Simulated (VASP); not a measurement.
A run of VASP 6.6.1 is set up as follows.

INCAR

```
ALGO = Normal ; EDIFF = 1E-6
ENCUT = 520 ; GGA = PE
ISIF = 2 ; ISMEAR = 0
LASPH = True ; LCHARG = True
LELF = True ; LREAL = False
LVHAR = True ; LWAVE = False
NBANDS = 34 ; NELM = 60
PREC = Accurate ; SIGMA = 0.02
```

File KPOINTS:

```
k-points
0
Gamma
  12 12 4
```

The input POSCAR:

```
Mg3Zn2O3
1.0
    3.0254117938      0.0000000000      0.0000000000
   -1.5127058969      2.6200834704      0.0000000000
    0.0000000000      0.0000000000     11.7662702149
Mg Zn O
3 2 3
Direct
    0.0000000000      0.0000000000      0.9897564987
    0.6666666667      0.3333333333      0.4085341549
    0.3333333333      0.6666666667      0.1999062223
    0.0000000000      0.0000000000      0.6235628287
    0.3333333333      0.6666666667      0.7991946780
    0.3333333333      0.6666666667      0.5046274064
    0.6666666667      0.3333333333      0.0912142933
    0.0000000000      0.0000000000      0.2992039179
```

Potentials or basis: VASP PAW PBE potentials, release 64 (Mg, Zn, O).

Run with:

```console
$ cat potpaw_PBE.64/Mg/POTCAR potpaw_PBE.64/Zn/POTCAR potpaw_PBE.64/O/POTCAR > POTCAR
$ mpirun -np 1 vasp_std > vasp.out
```

(1) Predict the largest force.

(2) What does it give for the pressure?

(3) What does it give for the band gap on the k mesh?

Answers

(1) 0.049 eV/Å.

(2) -0.3 GPa.

(3) 0.14 eV (least direct gap 0.62 eV).
